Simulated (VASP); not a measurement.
A run of VASP 6.6.1:

INCAR

```
SYSTEM = CoSi2
PREC     = Accurate       ! precision mode
ENCUT    = 520            ! plane-wave cutoff, eV
EDIFF    = 1E-6           ! SCF threshold, eV
ISMEAR   = 0              ! smearing method
SIGMA    = 0.15           ! smearing width, eV
LREAL    = .FALSE.        ! projectors in reciprocal space
LASPH    = .TRUE.         ! aspherical terms in the spheres
NELM     = 150            ! most SCF steps
ALGO     = Normal         ! electronic algorithm
ISIF     = 2              ! what is computed and relaxed
LWAVE    = .FALSE.        ! write WAVECAR
LCHARG   = .FALSE.        ! write CHGCAR
ISPIN    = 2              ! spin polarisation
MAGMOM   = 1.925 0 0      ! initial moments
LORBIT   = 11             ! projections on sites
NUPDOWN  = 1.925          ! fixed moment
LMAXMIX  = 4              ! l up to which the mixer works
GGA      = PS             ! functional
NBANDS   = 20             ! bands
```

File KPOINTS:

```
regular mesh
0
G
  14 14 14
  0 0 0
```

The input POSCAR:

```
CoSi2
1.0
    0.0000000000      2.7254116596      2.7254116596
    2.7254116596      0.0000000000      2.7254116596
    2.7254116596      2.7254116596      0.0000000000
Co Si
1 2
Direct
    0.0000000000      0.0000000000      0.0000000000
    0.2500000000      0.2500000000      0.2500000000
    0.7500000000      0.7500000000      0.7500000000
```

Potentials or basis: VASP PAW PBE potentials, release 64 (Co, Si).

The run is started by

```console
$ cat potpaw_PBE.64/Co/POTCAR potpaw_PBE.64/Si/POTCAR > POTCAR
$ mpirun -np 1 vasp_std > vasp.out
```

Hardware: 1 thread of Intel Xeon 8259CL, on a shared host.

**Question.** How long does it take, and how much memory?

**Answer.** Wall time 6.6 min on 1 thread of Intel Xeon 8259CL, on a shared host, peak memory 0.27 GiB. Counts: scf iterations 15, k points 104.
